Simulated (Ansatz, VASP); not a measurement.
## SrO: VASP beside Ansatz

The input POSCAR:

```
SrO
1.0
   -0.0502219040      2.5296704226      2.5296704226
    2.5296704226     -0.0502219040      2.5296704226
    2.5296704226      2.5296704226     -0.0502219040
Sr O
1 1
Direct
    0.0000000000      0.0000000000      0.0000000000
    0.5000000000      0.5000000000      0.5000000000
```

File INCAR.step1:

```
PREC     = Accurate       # precision mode
ENCUT    = 520            # plane-wave cutoff, eV
EDIFF    = 1E-5           # SCF threshold, eV
ISMEAR   = 0              # smearing method
SIGMA    = 0.01           # smearing width, eV
LREAL    = F              # projectors in reciprocal space
LASPH    = T              # aspherical terms in the spheres
NELM     = 100            # most SCF steps
ALGO     = Normal         # electronic algorithm
ISIF     = 2              # what is computed and relaxed
LWAVE    = T              # write WAVECAR
NBANDS   = 15             # bands
GGA      = PE             # functional
```

The input INCAR.step2:

```
PREC     = Accurate       # precision mode
ENCUT    = 520            # plane-wave cutoff, eV
EDIFF    = 1E-7           # SCF threshold, eV
ISMEAR   = 0              # smearing method
SIGMA    = 0.01           # smearing width, eV
LREAL    = F              # projectors in reciprocal space
LASPH    = T              # aspherical terms in the spheres
NELM     = 100            # most SCF steps
ALGO     = Normal         # electronic algorithm
ISIF     = 2              # what is computed and relaxed
LWAVE    = F              # write WAVECAR
LCHARG   = T              # write CHGCAR
GGA      = PE             # functional
LHFCALC  = T              # exact exchange
HFSCREEN = 0.2079         # screening, 1/A
PRECFOCK = Normal       
LELF     = T              # ELF
LVHAR    = T            
NBANDS   = 15             # bands
ISTART   = 1
```

The input KPOINTS:

```
regular mesh
0
Gamma
  6 6 6
```

Input for Ansatz:

```yaml
crystal:
  lattice:
    - [-0.050221904, 2.5296704226, 2.5296704226]
    - [2.5296704226, -0.050221904, 2.5296704226]
    - [2.5296704226, 2.5296704226, -0.050221904]
  atoms:
    - { symbol: Sr, position: [0.0, 0.0, 0.0] }
    - { symbol: O, position: [0.5, 0.5, 0.5] }
kpoints:
  mp_grid: { grid: [6, 6, 6] }
  band_path:
    path:
      - [0.0, 0.0, 0.0]
      - [0.5, 0.0, 0.5]
      - [0.625, 0.25, 0.625]
      - [0.375, 0.375, 0.75]
      - [0.5, 0.5, 0.5]
      - [0.5, 0.25, 0.75]
      - [0.0, 0.5, 0.5]
    npoints: 1
hamiltonian:
  xc: hse06
scf:
  occupations: { method: fixed }
  n_extra_bands: 4
output:
  forces: true
  stress: true
  eigenvalues: true
```

Change from the starting cell: shear_111 strain -2.9%.

Alike in both runs: task single point; functional HSE06; k mesh 6 × 6 × 6; no spin polarisation.

|  | VASP | Ansatz |
| --- | --- | --- |
| version | VASP 6.6.1 | Ansatz 0.2.0 |
| potentials or method | VASP PAW PBE potentials, release 64 (Sr_sv, O) | plane waves, PAW |
| plane-wave cutoff (eV) | 520 | 420 |
| occupations | gaussian, width 0.01 eV | fixed |
| valence electrons in the cell | 16 | 16 |

VASP gave:

```
gap on the k mesh at the Fermi level (eV)                     : 4.69
pressure (GPa)                                                : 3.1
traceless stress, the component that is largest in VASP (GPa) : 1.06
```

Task: What did Ansatz give for the same quantities?

Result: gap on the k mesh at the Fermi level (eV): 4.74; pressure (GPa): 2.5; traceless stress, the component that is largest in VASP (GPa): 1.06.

Ansatz's warnings: stress exchange threshold loose, stress scf threshold loose.
